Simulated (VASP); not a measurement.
The system is SnSe.

```
CELL_PARAMETERS angstrom
0.00000 2.71448 2.71448
2.71448 0.00000 2.71448
2.71448 2.71448 0.00000
ATOMIC_POSITIONS crystal
Sn 0.00000 0.00000 0.00000
Se 0.50000 0.50000 0.50000
```

```yaml
Program: VASP 6.6.1
Task: relaxation of cell and atoms
Functional: PBE
Potentials_or_basis: VASP PAW PBE potentials, release 64 (Sn_d, Se)
Cutoff: 600 eV
k_mesh: 8 × 8 × 8
Occupations: fermi-dirac, width 0.02 eV
Spin: no spin polarisation
```

At the start: pressure 32.6 GPa; volume 20.00 Å³/atom.

Question: Where does the relaxation end?

Answer: Over 6 steps the energy falls by 592.9 meV/atom and the volume is 27.78 Å³/atom (+38.9 %); space group Fm-3m (No. 225, to 0.05 Å).

Step by step:
```tsv
step	energy change (eV)	largest force (eV/Å)	pressure (GPa)	volume (Å³)
1	0.0000	0.0000	32.64	40.00
2	-0.8712	0.0000	-6.42	68.54
3	-1.1857	0.0000	0.12	55.43
4	-1.1856	0.0000	-0.19	55.77
5	-1.1858	0.0000	0.06	55.53
6	-1.1858	0.0000	-0.02	55.57
```

Final structure:
```cif
data_structure
_symmetry_space_group_name_H-M 'P 1'
_symmetry_Int_Tables_number 1
_cell_length_a 4.2833
_cell_length_b 4.2833
_cell_length_c 4.2833
_cell_angle_alpha 60.000
_cell_angle_beta 60.000
_cell_angle_gamma 60.000
_cell_volume 55.57
loop_
_atom_site_label
_atom_site_type_symbol
_atom_site_fract_x
_atom_site_fract_y
_atom_site_fract_z
_atom_site_occupancy
Sn1 Sn 0.00000 0.00000 0.00000 1
Se1 Se 0.50000 0.50000 0.50000 1
```

Caveat: the volume moved by over 15 % at a fixed basis, so the end points are rough.
